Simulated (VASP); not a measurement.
# Si8HO16 (a cell with a defect) in VASP: single point with PBE+D3(BJ)

Aim: the single point of Si8HO16 (a cell with a defect) with PBE+D3(BJ).

Everything below comes from runs of VASP 6.6.1. Logs are shortened: lines on timing, memory, paths and dates and some standing lists are left out, and cuts for length are marked.

## 1. The cell of the first run

The cell holds a defect, 25 atoms: a = 5.824 Å, b = 5.824 Å, c = 5.298 Å, α = 90.00°, β = 90.00°, γ = 90.00°.

## 2. Single point, PBE+D3(BJ), collinear spin, ferromagnetic start

Input file INCAR:

```
SYSTEM = Si8HO16
PREC = Accurate
ENCUT = 520
EDIFF = 1E-6
ISMEAR = -1
SIGMA = 0.05
LREAL = Auto
LASPH = .True.
NELM = 150
ALGO = Normal
ISIF = 2
LWAVE = .False.
LCHARG = .False.
ISPIN = 2
MAGMOM = 0 0 0 0 0 0 0 0 0 0 0 0 0 0 0 0 0 0 0 0 0 0 0 0 1
LORBIT = 11
GGA = PE
IVDW = 12
NBANDS = 86
```

Input file KPOINTS:

```
Automatic mesh
0
Gamma
  2 2 2
  0 0 0
```

Input file POSCAR:

```
Si8HO16
1.0
   -4.1180000000     -4.1180000000      0.0000000000
    4.1180000000     -4.1180000000      0.0000000000
    0.0000000000      0.0000000000      5.2980000000
Si O H
8 16 1
Direct
    0.5055843363      0.5029345283      0.0003849486
    0.0027740902      0.4938466217      0.2495248075
    0.5044976148      0.5002550924      0.5003848938
    0.0027809174      0.4938425207      0.7512455725
    0.0024685684     -0.0041411033      0.0003831039
    0.5052745522      0.0049556801      0.2495203833
    0.0035406285     -0.0014450224      0.5003847492
    0.5052714441      0.0049559418      0.7512443519
    0.2006451895      0.4953148446      0.0003853382
   -0.0042911958      0.1913275752      0.2471734406
    0.8095136025      0.5026374144      0.0003832124
    0.0044274162      0.8008216464      0.2497112073
    0.1971131169      0.4649227575      0.5003833027
   -0.0042860489      0.1913283442      0.7535941765
    0.8084945371      0.5011218137      0.5003845991
    0.0044309774      0.8008225444      0.7510542961
    0.6985463642     -0.0038435740      0.0003807183
    0.5036523904      0.6979730499      0.2497025462
    0.3074134023      0.0034735987      0.0003835936
    0.5123487984      0.3074655430      0.2471792434
    0.6995591212     -0.0023401309      0.5003827654
    0.5036486970      0.6979710561      0.7510661826
    0.3109368874      0.0338580251      0.5003811697
    0.5123449010      0.3074652480      0.7535901233
    0.2540938912      0.7493969846      0.5003834740
```

Potentials or basis: VASP PAW PBE potentials, release 64 (Si, O, H).

Launch:

```console
> cat potpaw_PBE.64/Si/POTCAR potpaw_PBE.64/O/POTCAR potpaw_PBE.64/H/POTCAR > POTCAR
> mpirun -np 1 vasp_std > vasp.out
```

OUTCAR:

```text
SYSTEM = Si8HO16
   PREC = Accurate
   ENCUT = 520
   EDIFF = 1E-6
   ISMEAR = -1
   LREAL = Auto
   LASPH = .True.
   NELM = 150
   ISIF = 2
   ISPIN = 2
   LORBIT = 11
   GGA = PE
   IVDW = 12
 IVDW          = 12

 ion  position               nearest neighbor table
   1  0.506  0.503  0.000-  20 1.73  24 1.73  22 1.74  18 1.74  11 1.77   9 1.78   3 2.65   3 2.65

   2  0.003  0.494  0.250-  11 1.74  15 1.75   9 1.75  13 1.75  10 1.76  12 1.79   4 2.64   4 2.66

   3  0.504  0.500  0.500-  24 1.75  20 1.75  22 1.76  18 1.76  15 1.77  13 1.80   1 2.65   1 2.65
[... 12 lines left out ...]
  10  0.996  0.191  0.247-   5 1.73   7 1.75   2 1.76
  11  0.810  0.503  0.000-   2 1.74   4 1.74   1 1.77
  12  0.004  0.801  0.250-   5 1.74   7 1.76   2 1.79
  13  0.197  0.465  0.500-   4 1.75   2 1.75   3 1.80
  14  0.996  0.191  0.754-   5 1.73   7 1.75   4 1.76
[... 8 lines left out ...]
  23  0.311  0.034  0.500-   8 1.75   6 1.75   7 1.80
  24  0.512  0.307  0.754-   1 1.73   3 1.75   8 1.76
  25  0.254  0.749  0.500-

  LATTYP: Found a simple tetragonal cell.
 ALAT       =     5.8237314499
 C/A-ratio  =     0.9097260143

  Lattice vectors:

 A1 = (  -4.1180000000,  -4.1180000000,   0.0000000000)
 A2 = (   4.1180000000,  -4.1180000000,   0.0000000000)
 A3 = (   0.0000000000,   0.0000000000,   5.2980000000)

Analysis of symmetry for initial positions (statically):
=====================================================================
 Subroutine PRICEL returns:
 Original cell was already a primitive cell.

 Routine SETGRP: Setting up the symmetry group for a
 simple tetragonal supercell.

 Subroutine GETGRP returns: Found  2 space group operations
 (whereof  1 operations were pure point group operations)
 out of a pool of 16 trial point group operations.

The static configuration has the point symmetry C_1 .
 The point group associated with its full space group is C_1h.

Analysis of symmetry for dynamics (positions and initial velocities):
=====================================================================
 Subroutine PRICEL returns:
 Original cell was already a primitive cell.

 Routine SETGRP: Setting up the symmetry group for a
 simple tetragonal supercell.

 Subroutine GETGRP returns: Found  2 space group operations
 (whereof  1 operations were pure point group operations)
 out of a pool of 16 trial point group operations.

The dynamic configuration has the point symmetry C_1 .
 The point group associated with its full space group is C_1h.

Analysis of structural, dynamic, and magnetic symmetry:
=====================================================================
[... 183 lines left out ...]
  ---------------------------------------------------
  free energy    TOTEN  =      -182.46142309 eV

  energy without entropy =     -182.46142305  energy(sigma->0) =     -182.46142307

 E-fermi :  13.5223     XC(G=0): -12.5470

 val. band max:       12.7451807380   @ k =   0.5000   0.5000   0.5000
 cond. band min:      14.2924813010   @ k =   0.0000   0.0000   0.0000
 fundamental gap:      1.5473005630
 Fermi energy:        13.5223183449

 spin component 1

 k-point     1 :       0.0000    0.0000    0.0000
  band No.  band energies     occupation
      1     -14.1592      1.00000
      2     -12.2570      1.00000
      3     -12.2319      1.00000
      4     -11.3829      1.00000
      5     -11.3072      1.00000
      6     -10.9315      1.00000
[... 621 lines left out ...]
     75      19.5228      0.00000
     76      19.6379      0.00000
 Fermi energy:        13.5223183449

 spin component 2

 k-point     1 :       0.0000    0.0000    0.0000
  band No.  band energies     occupation
      1     -14.1250      1.00000
      2     -12.2313      1.00000
      3     -12.2073      1.00000
      4     -11.3284      1.00000
      5     -11.2883      1.00000
      6     -10.8927      1.00000
[... 621 lines left out ...]
     75      19.5541      0.00000
     76      19.6563      0.00000
 [bands above 76 left out]

------------------------ aborting loop because EDIFF is reached ----------------------------------------

 Edisp (eV)   -6.23599

 E8    (eV) :    -2.1237

  FORCE on cell =-STRESS in cart. coord.  units (eV):
  Direction    XX          YY          ZZ          XY          YZ          ZX
  --------------------------------------------------------------------------------------
  -------------------------------------------------------------------------------------
  Total      21.65362    29.14428    25.54264    -1.22291     0.00000     0.00000
  in kB     193.07518   259.86586   227.75178   -10.90412     0.00000     0.00000
  external pressure =      226.90 kB  Pullay stress =        0.00 kB

 VOLUME and BASIS-vectors are now :
 -----------------------------------------------------------------------------
  energy-cutoff  :      520.00
  volume of cell :      179.69
      direct lattice vectors                 reciprocal lattice vectors
    -4.118000000 -4.118000000  0.000000000    -0.121418164 -0.121418164  0.000000000
     4.118000000 -4.118000000  0.000000000     0.121418164 -0.121418164  0.000000000
     0.000000000  0.000000000  5.298000000     0.000000000  0.000000000  0.188750472

 POSITION                                       TOTAL-FORCE (eV/Angst)
 -----------------------------------------------------------------------------------
     -0.01091     -4.15308      0.00204        -0.004628      0.009879      0.000000
      2.02224     -2.04508      1.32198        -0.002045     -0.004194     -0.001439
     -0.01747     -4.13757      2.65104         0.003911     -0.005964      0.000000
      2.02219     -2.04510      3.98010        -0.002045     -0.004194      0.001439
      4.09078     -4.11111      0.00203         0.004590     -0.007516      0.000000
     -2.06031     -2.10113      1.32196         0.002446      0.005076     -0.002039
[... 17 lines left out ...]
     -0.84369     -3.37598      3.99252        -0.009388      0.004076      0.001181
      2.03966     -4.13238      2.65103         0.000350      0.000814      0.000000
 -----------------------------------------------------------------------------------
    total drift:                                0.002866      0.006012      0.001881

  FREE ENERGIE OF THE ION-ELECTRON SYSTEM (eV)
  ---------------------------------------------------
  free  energy   TOTEN  =      -188.6974082142 eV

  energy  without entropy=     -188.6974081703  energy(sigma->0) =     -188.69740819

 total charge

# of ion       s       p       d       tot
------------------------------------------
    1        0.596   0.921   0.000   1.517
    2        0.595   0.911   0.000   1.505
    3        0.591   0.896   0.000   1.487
    4        0.595   0.911   0.000   1.505
    5        0.596   0.921   0.000   1.517
    6        0.595   0.911   0.000   1.505
[... 17 lines left out ...]
   24        1.554   3.734   0.000   5.288
   25        0.518   0.019   0.000   0.537
--------------------------------------------------
tot         30.140  66.814   0.000  96.954

 magnetization (x)

# of ion       s       p       d       tot
------------------------------------------
    1        0.002   0.003   0.000   0.004
    2        0.000  -0.000   0.000   0.000
    3       -0.000  -0.002   0.000  -0.002
    4        0.000  -0.000   0.000   0.000
    5        0.002   0.003   0.000   0.004
    6        0.000  -0.000   0.000   0.000
[... 17 lines left out ...]
   24        0.000   0.001   0.000   0.001
   25        0.369   0.003   0.000   0.372
--------------------------------------------------
tot          0.405   0.245   0.000   0.650
```

stdout:

```text
POSCAR found type information on POSCAR SiO H
 POSCAR found :  3 types and      25 ions
 scaLAPACK will be used
 LDA part: xc-table for (Slater+PW92), standard interpolation
 POSCAR, INCAR and KPOINTS ok, starting setup
 FFT: planning ... GRIDC
 FFT: planning ... GRID_SOFT
 FFT: planning ... GRID
 WAVECAR not read
 entering main loop
```

Wall time 12 min (1 thread of Oxide Virtual Turin-like, shared host); peak memory 0.4 GiB.

Results:

```
Free energy                                           : -188.6974 eV
Pressure                                              : 22.7 GPa
Largest force                                         : 0.030 eV/Å
Band gap on the k mesh                                : 1.55 eV
Net moment                                            : 1.00 μB per cell
Site moments                                          : Si +0.00, -0.00; O -0.00, +0.00, +0.02, +0.09; H +0.37 μB
Valence electrons inside the program's atomic spheres : Si 1.52, 1.50, 1.49; O 5.27, 5.29, 5.26, 5.28; H 0.54
Dispersion energy per atom                            : -0.249 eV
```

Forces in eV/Å, atoms in the order of the input:
```
Si  -0.005  0.010  0.000
Si  -0.002 -0.004 -0.001
Si   0.004 -0.006  0.000
Si  -0.002 -0.004  0.001
Si   0.005 -0.008  0.000
Si   0.002  0.005 -0.002
Si  -0.001  0.010  0.000
Si   0.002  0.005  0.002
O   -0.012 -0.010  0.000
O    0.012 -0.004 -0.001
O    0.011  0.004  0.000
O   -0.010  0.010  0.011
O   -0.004 -0.030  0.000
O    0.012 -0.004  0.001
O    0.008  0.005  0.000
O   -0.010  0.010 -0.011
O   -0.016 -0.003  0.000
O    0.006 -0.015  0.009
O    0.014  0.013  0.000
O   -0.009  0.004 -0.001
O   -0.010 -0.007  0.000
O    0.006 -0.015 -0.009
O    0.006  0.030  0.000
O   -0.009  0.004  0.001
H    0.000  0.001  0.000
```

Caveat: the k points lie up to 0.59 Å⁻¹ apart.
